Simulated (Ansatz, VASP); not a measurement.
## One calculation of Pt, two programs

```xyz
3
Lattice="4.4724 0.0000 0.0000 -2.2362 3.8733 0.0000 0.0000 0.0000 2.6659" Properties=species:S:1:pos:R:3 pbc="T T T"
Pt    0.0000    0.0000    0.0000
Pt    0.0000    2.5822    1.3330
Pt    2.2362    1.2911    1.3330
```

Alike in both runs: functional PBEsol; k mesh 12 × 12 × 18; occupations gaussian, width 0.1 eV; no spin polarisation.

Ansatz relaxed the structure, and its values are those at the end. VASP's run is a single point on that final structure, the one shown.

```csv
,VASP,Ansatz
version,VASP 6.6.1,Ansatz 0.2.0
potentials or method,"VASP PAW PBE potentials, release 64 (Pt), cutoff 520 eV","scalar-relativistic, plane waves, PAW"
valence electrons in the cell,30,54
```

```tsv
	VASP	Ansatz	Ansatz less VASP
gap on the k mesh at the Fermi level (eV)	none	none	-
pressure (GPa)	-0.5	0.0	+0.44
```

VASP's potentials were made for PBE, not for PBEsol. A gap of «none» marks a metal or a gap that the smearing closes. VASP's potentials hold 30 valence electrons a cell and Ansatz's 54, so a difference there can come from the potentials and not from the codes.

Neither program's run includes spin-orbit coupling.
